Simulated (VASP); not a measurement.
A run of VASP 6.6.1:

Contents of INCAR:

```
PREC = Accurate ; ENCUT = 600
EDIFF = 1E-8 ; ISMEAR = 0
SIGMA = 0.01 ; LREAL = False
LASPH = True ; NELM = 120
ALGO = Normal ; ISIF = 2
LWAVE = False ; LCHARG = False
IBRION = 8 ; NSW = 1
LEPSILON = True ; GGA_COMPAT = False
```

File KPOINTS:

```
regular mesh
0
Gamma
  10 10 10
```

Contents of POSCAR:

```
MgO
1.0
    0.0000000000      2.0795793314      2.0795793314
    2.0795793314      0.0000000000      2.0795793314
    2.0795793314      2.0795793314      0.0000000000
Mg O
1 1
Direct
    0.0000000000      0.0000000000      0.0000000000
    0.5000000000      0.5000000000      0.5000000000
```

Potentials or basis: VASP PAW LDA potentials, release 64 (Mg, O).

Command:

```bash
$ cat potpaw_LDA.64/Mg/POTCAR potpaw_LDA.64/O/POTCAR > POTCAR
$ mpirun -np 1 vasp_std > vasp.out
```

Hardware: 1 thread of Intel Xeon 6975P-C (shared host).

Problem. How long does it take, and how much memory?

Solution. Run time: 56 s on 1 thread of Intel Xeon 6975P-C, with other jobs on the host, peak memory 0.18 GiB. Counts: scf iterations 103, k points 47.
